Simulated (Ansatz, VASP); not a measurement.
## One calculation of P, two programs

Contents of INCAR:

```
SYSTEM = P
ALGO     = Normal         ! electronic algorithm
EDIFF    = 1E-7           ! SCF threshold, eV
ENCUT    = 520            ! plane-wave cutoff, eV
GGA      = PE             ! functional
ISIF     = 2              ! what is computed and relaxed
ISMEAR   = 0              ! smearing method
LASPH    = .TRUE.         ! aspherical terms in the spheres
LCHARG   = .TRUE.         ! write CHGCAR
LELF     = .TRUE.         ! ELF
LREAL    = .FALSE.        ! projectors in reciprocal space
LVHAR    = .TRUE.       
LWAVE    = .FALSE.        ! write WAVECAR
NBANDS   = 30             ! bands
NELM     = 100            ! most SCF steps
PREC     = Accurate       ! precision mode
SIGMA    = 0.1            ! smearing width, eV
```

The input KPOINTS:

```
k-points
0
G
  4 4 4
  0 0 0
```

File POSCAR:

```
P
1.0
   -3.3636474600      3.3636474600      3.3636474600
    3.3636474600     -3.3636474600      3.3636474600
    3.3636474600      3.3636474600     -3.3636474600
P
8
Direct
    0.2060000000      0.2060000000      0.2060000000
    0.5000000000      0.0000000000      0.2940000000
    0.2940000000      0.5000000000      0.0000000000
    0.0000000000      0.2940000000      0.5000000000
    0.7940000000      0.7940000000      0.7940000000
    0.5000000000      0.0000000000      0.7060000000
    0.7060000000      0.5000000000      0.0000000000
    0.0000000000      0.7060000000      0.5000000000
```

Input for Ansatz:

```yaml
crystal:
  lattice:
    - [-3.36364746, 3.36364746, 3.36364746]
    - [3.36364746, -3.36364746, 3.36364746]
    - [3.36364746, 3.36364746, -3.36364746]
  atoms:
    - { symbol: P, position: [0.206, 0.206, 0.206] }
    - { symbol: P, position: [0.5, 0.0, 0.294] }
    - { symbol: P, position: [0.294, 0.5, 0.0] }
    - { symbol: P, position: [0.0, 0.294, 0.5] }
    - { symbol: P, position: [0.794, 0.794, 0.794] }
    - { symbol: P, position: [0.5, 0.0, 0.706] }
    - { symbol: P, position: [0.706, 0.5, 0.0] }
    - { symbol: P, position: [0.0, 0.706, 0.5] }
basis:
  ecutwfc: 420
kpoints:
  mp_grid: { grid: [4, 4, 4] }
hamiltonian:
  xc: pbe
scf:
  occupations: { method: gaussian, width: 0.1 }
  lower_state_search: "off"
output:
  forces: true
  stress: true
  eigenvalues: true
```

Alike in both runs: task single point; functional PBE; k mesh 4 × 4 × 4; occupations gaussian, width 0.1 eV; no spin polarisation.

|  | VASP | Ansatz |
| --- | --- | --- |
| version | VASP 6.6.1 | Ansatz 0.2.0 |
| potentials or method | VASP PAW PBE potentials, release 64 (P), cutoff 520 eV | scalar-relativistic, plane waves, PAW |
| valence electrons in the cell | 40 | 40 |

```csv
,VASP,Ansatz,Ansatz less VASP
gap on the k mesh at the Fermi level (eV),none,none,-
pressure (GPa),-3.4,-3.3,+0.13
rms of the force components (eV/Å),0.258,0.246,-0.0126
```

Atom by atom the forces differ by 0.013 eV/Å (rms over components). A gap of «none» marks a metal or a gap that the smearing closes.
